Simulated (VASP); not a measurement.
Runs of VASP 6.6.1 on TiRe3. The structure is that of space group Pm-3m (No. 221), or close to it. The cells are those of the table. 

| task | cell | k mesh | cutoff (eV) | gap on the mesh (eV) | pressure (GPa) |
| --- | --- | --- | --- | --- | --- |
| single point | a = 3.833 Å, 4 atoms | 6 × 6 × 6 | 520 | none | 23.1 |
| single point | a = 3.915 Å, 4 atoms | 12 × 12 × 12 | 520 | none | 0.3 |
| single point | a = 3.916 Å, 4 atoms | 4 × 4 × 4 | 520 | none | (a) |
| relaxation of cell and atoms | relaxed from a = 3.833 Å, 4 atoms | 4 × 4 × 4 | 600 | none | -0.2 |

Alike in all rows: level r2SCAN; potentials or basis VASP PAW PBE potentials, release 64 (Ti_sv, Re); no spin polarisation; smearing gaussian 0.1 eV.

Task: Estimate the missing entries.

Result: (a) 0.1.

Caveats: some runs use coarse meshes; the PAW data sets were made with another functional, which shifts forces and pressure a little; spin-orbit coupling is left out, which moves the levels of the heavy elements; the cell stands under pressure (at least some runs).

A k mesh can miss the band edges, and the runs leave out spin-orbit coupling on Re.

A gap of «none» marks levels without a gap at the run's occupations.
